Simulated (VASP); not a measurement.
Set up this calculation in VASP 6.6.1, as the native input.

- Task: G0W0 quasiparticle levels
- Functional: PBE
- Potentials or basis: VASP PAW PBE potentials, release 64 (Mg_GW, S_GW)
- Cutoff: 500 eV
- k mesh: 6 × 6 × 2
- Occupations: gaussian, width 0.01 eV
- Spin: no spin polarisation
- Dipole correction: no
- GW scheme: G0W0
- GW iterations: 1
- Cutoff of the response function: 80
- Frequency points: 96
- Empty bands: 114
- Further INCAR settings: ALGO = EVGW0; EDIFF = 1e-08; NBANDS = 122

The system is MgS.

```
Mg S
1.0
     3.64543    0.00000    0.00000
    -1.82272    3.15704    0.00000
     0.00000    0.00000    6.14736
Mg S
2 2
Direct
  0.00000 0.00000 0.00000
  0.00000 0.00000 0.50000
  0.33333 0.66667 0.25000
  0.66667 0.33333 0.75000
```

The input as run:

POSCAR

```
MgS
1.0
    3.6454348044      0.0000000000      0.0000000000
   -1.8227174022      3.1570391485      0.0000000000
    0.0000000000      0.0000000000      6.1473560942
Mg S
2 2
Direct
    0.0000000000      0.0000000000      0.0000000000
    0.0000000000      0.0000000000      0.5000000000
    0.3333333333      0.6666666667      0.2500000000
    0.6666666667      0.3333333333      0.7500000000
```

INCAR.step1

```
SYSTEM = MgS
ALGO = Normal
EDIFF = 1E-8
ENCUT = 500
GGA = PE
ISMEAR = 0
LASPH = .TRUE.
LCHARG = .FALSE.
LREAL = .FALSE.
LWAVE = .TRUE.
NELM = 60
PREC = Accurate
SIGMA = 0.01
```

INCAR.step2

```
SYSTEM = MgS
ALGO = Exact
EDIFF = 1E-8
ENCUT = 500
GGA = PE
ISMEAR = 0
ISTART = 1
LASPH = .TRUE.
LCHARG = .FALSE.
LOPTICS = .TRUE.
LREAL = .FALSE.
LWAVE = .TRUE.
NBANDS = 122
NELM = 1
PREC = Accurate
SIGMA = 0.01
```

INCAR.step3

```
SYSTEM = MgS
ALGO = EVGW0
EDIFF = 1E-8
ENCUT = 500
ENCUTGW = 80.0
GGA = PE
ISMEAR = 0
ISTART = 1
LASPH = .TRUE.
LCHARG = .FALSE.
LREAL = .FALSE.
LWAVE = .FALSE.
NBANDS = 122
NBANDSGW = 16
NELMGW = 1
NOMEGA = 96
OMEGAMAX = 30
PREC = Accurate
PRECFOCK = Fast
SIGMA = 0.01
```

KPOINTS

```
k-points
0
G
  6 6 2
  0 0 0
```

Potentials or basis: VASP PAW PBE potentials, release 64 (Mg_GW, S_GW).

Launch:

```sh
$ cat potpaw_PBE.64/Mg_GW/POTCAR potpaw_PBE.64/S_GW/POTCAR > POTCAR
$ cp INCAR.step1 INCAR
$ mpirun -np 1 vasp_std > vasp.out
$ cp INCAR.step2 INCAR
$ mpirun -np 1 vasp_std > vasp.out
$ cp INCAR.step3 INCAR
$ mpirun -np 1 vasp_std > vasp.out
```

Results of the run:

The quasiparticle gap is 4.73 eV, the least direct quasiparticle gap is 4.89 eV and the band gap of the starting levels on the mesh is 3.40 eV. The least direct gap of the starting levels on the mesh is 3.53 eV.

Caveat: the k points lie up to 0.51 Å⁻¹ apart; bands, screening cutoff and mesh are small and nothing is extrapolated, so the quasiparticle values aren't converged.

Wall time 6.9 min on 1 thread of Intel(R) Xeon(R) 6975P-C (Granite Rapids), on a shared host, peak memory 1.2 GiB.
